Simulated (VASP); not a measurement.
Here is a VASP 6.6.1 calculation.

The input INCAR:

```
SYSTEM = W
PREC = Accurate
ENCUT = 520
EDIFF = 1E-7
ISMEAR = 0
SIGMA = 0.1
LREAL = .FALSE.
LASPH = .TRUE.
NELM = 60
ALGO = Fast
ISIF = 2
LWAVE = .FALSE.
LCHARG = .FALSE.
GGA = PE
NBANDS = 21
```

Contents of KPOINTS:

```
regular mesh
0
G
  16 16 16
  0 0 0
```

File POSCAR:

```
W
1.0
    3.0880562595      0.0000000000      0.0000000000
    0.0000000000      3.0880562595      0.0000000000
    0.0000000000      0.0000000000      3.2408672909
W
2
Direct
    0.0000000000      0.0000000000      0.0000000000
    0.5000000000      0.5000000000      0.5000000000
```

Potentials or basis: VASP PAW PBE potentials, release 64 (W_sv).

Command:

```bash
$ cat potpaw_PBE.64/W_sv/POTCAR > POTCAR
$ mpirun -np 1 vasp_std > vasp.out
```

Problem. Estimate the pressure.

Solution. 15.4 GPa.

Problem. Estimate the band gap on the k mesh.

Solution. Zero (bands 14 and 15 overlap by 1.77 eV).

Stress tensor (GPa, compression positive):
```
20.54  0.00  0.00
 0.00 20.54  0.00
 0.00  0.00  5.04
```

Caveat: the cell differs from its parent crystal (biaxial strain in the a-b plane: -3.0 %); the cell stands under pressure; spin-orbit coupling is left out, which moves the levels of the heavy elements.
